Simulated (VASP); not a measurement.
Here is a VASP 6.6.1 calculation.

INCAR

```
ALGO     = Normal         # electronic algorithm
EDIFF    = 1E-6           # SCF threshold, eV
EDIFFG   = -0.005         # ionic threshold
ENCUT    = 600            # plane-wave cutoff, eV
GGA      = PS             # functional
IBRION   = 2              # ionic algorithm
ISIF     = 3              # what is computed and relaxed
ISMEAR   = 0              # smearing method
LASPH    = T              # aspherical terms in the spheres
LCHARG   = F              # write CHGCAR
LREAL    = F              # projectors in reciprocal space
LWAVE    = F              # write WAVECAR
NELM     = 100            # most SCF steps
NSW      = 70             # ionic steps
PREC     = Accurate       # precision mode
SIGMA    = 0.1            # smearing width, eV
```

The input KPOINTS:

```
k-points
0
Gamma
  8 8 8
```

Contents of POSCAR:

```
SrPd2
1.0
    0.0000000000      3.9654996651      3.9654996651
    3.9654996651      0.0000000000      3.9654996651
    3.9654996651      3.9654996651      0.0000000000
Sr Pd
2 4
Direct
    0.5000000000      0.5000000000      0.5000000000
    0.7500000000      0.7500000000      0.7500000000
    0.1250000000      0.1250000000      0.1250000000
    0.6250000000      0.1250000000      0.1250000000
    0.1250000000      0.1250000000      0.6250000000
    0.1250000000      0.6250000000      0.1250000000
```

Potentials or basis: VASP PAW PBE potentials, release 64 (Sr_sv, Pd).

The run is started by

```sh
$ cat potpaw_PBE.64/Sr_sv/POTCAR potpaw_PBE.64/Pd/POTCAR > POTCAR
$ mpirun -np 1 vasp_std > vasp.out
```

(1) What does it give for the relaxed cell?

(2) Estimate the space group after relaxing (to 0.05 Å).

Answers

(1) a = 5.502 Å, b = 5.502 Å, c = 5.502 Å, α = 60.00°, β = 60.00°, γ = 60.00°.

(2) Fd-3m (No. 227).
